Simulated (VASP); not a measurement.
## InP: single point with PBE

Crystal: InP.

```
CELL_PARAMETERS angstrom
0.00000 2.97964 2.97964
2.97964 0.00000 2.97964
2.97964 2.97964 0.00000
ATOMIC_POSITIONS crystal
In 0.00000 0.00000 0.00000
P 0.75000 0.75000 0.75000
```

```yaml
Program: VASP 6.6.1
Task: single point
Functional: PBE
Potentials_or_basis: VASP PAW PBE potentials, release 64 (In_d, P)
Cutoff: 520 eV
k_mesh: 10 × 10 × 10
Occupations: gaussian, width 0.02 eV
Spin: no spin polarisation
Dipole_correction: no
Further_INCAR_settings: ALGO = Normal; EDIFF = 1e-06; NBANDS = 16
```

```
Pressure               : 0.0 GPa
Band gap on the k mesh : 0.44 eV, direct
```

Levels at points of the mesh, in eV from the valence-band top:
```tsv
k point	band 7	band 8	band 9	band 10	band 11	band 12
(0.00, 0.00, 0.00)	0.00	0.00	0.00	0.44	4.09	4.09
(0.50, 0.00, 0.00)	-5.47	-0.90	-0.90	1.38	4.80	4.80
(0.50, 0.50, 0.00)	-5.54	-2.16	-2.16	1.85	2.26	8.91
```

Run time: 26 s on 1 thread of Intel(R) Xeon(R) Platinum 8488C (Sapphire Rapids), with other jobs on the host, peak memory 0.19 GiB.

Caveat: spin-orbit coupling is left out, which moves the levels of the heavy elements. As with any semilocal functional, this PBE gap is likely too small.
